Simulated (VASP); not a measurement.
GaN (gallium nitride), 4 atoms in the cell. It takes space group P6_3mc (No. 186, hexagonal). The conventional cell has a = 3.183 Å, b = 3.183 Å, c = 5.183 Å, α = 90.00°, β = 90.00°, γ = 120.00°. Within 2.6 Å of Ga (site symmetry 3m) lie 4 N at 1.95 Å. Within 2.6 Å of N (site symmetry 3m) lie 4 Ga at 1.95 Å. 

* Program: VASP 6.6.1
* Task: single point
* Functional: r2SCAN
* Potentials or basis: VASP PAW PBE potentials, release 64 (Ga_d, N)
* Cutoff: 520 eV
* k mesh: 8 × 8 × 5
* Occupations: gaussian, width 0.01 eV
* Spin: no spin polarisation
* Dipole correction: no
* Further INCAR settings: ALGO = Normal; EDIFF = 1e-06; NBANDS = 26

Potentials or basis: VASP PAW PBE potentials, release 64 (Ga_d, N).

Command:

```sh
$ cat potpaw_PBE.64/Ga_d/POTCAR potpaw_PBE.64/N/POTCAR > POTCAR
$ cp INCAR.step1 INCAR
$ mpirun -np 1 vasp_std > vasp.out
$ cp INCAR.step2 INCAR
$ mpirun -np 1 vasp_std > vasp.out
```

Hardware: 1 thread of Intel Xeon 8259CL, with other jobs on the host.

Question: How long does it take, and how much memory?

Answer: It took 3 min on 1 thread of Intel Xeon 8259CL, with other jobs on the host, peak memory 0.18 GiB. Counts: k points 30.
